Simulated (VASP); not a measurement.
Set up this calculation in VASP 6.6.1, as the native input.

```yaml
Task: single point
Functional: LDA
Potentials_or_basis: VASP PAW LDA potentials, release 64 (B, As)
Cutoff: 520 eV
k_mesh: 10 × 10 × 10
Occupations: gaussian, width 0.01 eV
Spin: no spin polarisation
Dipole_correction: no
Further_INCAR_settings: ALGO = Normal; EDIFF = 1e-06; NBANDS = 11
```

The structure of BAs lies in POSCAR:

```
BAs
1.0
    0.0000000000      2.3918677353      2.3918677353
    2.3918677353      0.0000000000      2.3918677353
    2.3918677353      2.3918677353      0.0000000000
B As
1 1
Direct
    0.0000000000      0.0000000000      0.0000000000
    0.2500000000      0.2500000000      0.2500000000
```

The input as run:

INCAR

```
SYSTEM = BAs
  ALGO = Normal
  EDIFF = 1E-6
  ENCUT = 520
  ISIF = 2
  ISMEAR = 0
  LASPH = .True.
  LCHARG = .False.
  LREAL = .False.
  LWAVE = .False.
  NBANDS = 11
  NELM = 80
  PREC = Accurate
  SIGMA = 0.01
```

KPOINTS

```
k-points
0
Gamma
  10 10 10
  0 0 0
```

Potentials or basis: VASP PAW LDA potentials, release 64 (B, As).

The run is started by

```sh
$ cat potpaw_LDA.64/B/POTCAR potpaw_LDA.64/As/POTCAR > POTCAR
$ mpirun -np 1 vasp_std > vasp.out
```

Results of the run:

```
Pressure               : -3.7 GPa
Band gap on the k mesh : 1.13 eV, indirect (least direct gap 3.24 eV)
```

It took 18 s on 1 thread of Intel(R) Xeon(R) Platinum 8259CL CPU @ 2.50GHz (Skylake/Cascade Lake), with other jobs on the host, peak memory 0.14 GiB.
